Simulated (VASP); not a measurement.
Wanted: the native input for a VASP 6.6.1 run.

```
Task                   : single point
Functional             : PBE
Potentials or basis    : VASP PAW PBE potentials, release 64 (Ca_sv, O)
Cutoff                 : 520 eV
k mesh                 : 13 × 13 × 13
Occupations            : fermi-dirac, width 0.0612256 eV
Spin                   : no spin polarisation
Dipole correction      : no
Further INCAR settings : ALGO = Normal; EDIFF = 1e-06; NBANDS = 15
```

The structure of CaO (rock salt type) lies in POSCAR:

```
CaO
1.0
    0.0000000000      2.4473654209      2.4473654209
    2.4473654209      0.0000000000      2.4473654209
    2.4473654209      2.4473654209      0.0000000000
Ca O
1 1
Direct
    0.0000000000      0.0000000000      0.0000000000
    0.5000000000      0.5000000000      0.5000000000
```

These files were run (other wordings do the same):

INCAR

```
PREC     = Accurate       # precision mode
ENCUT    = 520            # plane-wave cutoff, eV
EDIFF    = 1E-6           # SCF threshold, eV
ISMEAR   = -1             # smearing method
SIGMA    = 0.06122561905347299 # smearing width, eV
LREAL    = F              # projectors in reciprocal space
LASPH    = T              # aspherical terms in the spheres
NELM     = 80             # most SCF steps
ALGO     = Normal         # electronic algorithm
ISIF     = 2              # what is computed and relaxed
LWAVE    = F              # write WAVECAR
LCHARG   = T              # write CHGCAR
GGA      = PE             # functional
LELF     = T              # ELF
LVHAR    = T            
NBANDS   = 15             # bands
```

KPOINTS

```
Automatic mesh
0
Gamma
  13 13 13
```

Potentials or basis: VASP PAW PBE potentials, release 64 (Ca_sv, O).

The run is started by

```bash
$ cat potpaw_PBE.64/Ca_sv/POTCAR potpaw_PBE.64/O/POTCAR > POTCAR
$ mpirun -np 1 vasp_std > vasp.out
```

It gave:

The pressure is -3.4 GPa. The band gap on the k mesh is 3.67 eV (least direct gap 4.05 eV).

Caveat: the cell stands under tension; an odd mesh through Γ misses points on the zone boundary, where band edges can lie.

It took 41 s on 1 thread of Intel(R) Xeon(R) Platinum 8259CL CPU @ 2.50GHz (Skylake/Cascade Lake), with other jobs on the host, peak memory 0.18 GiB.
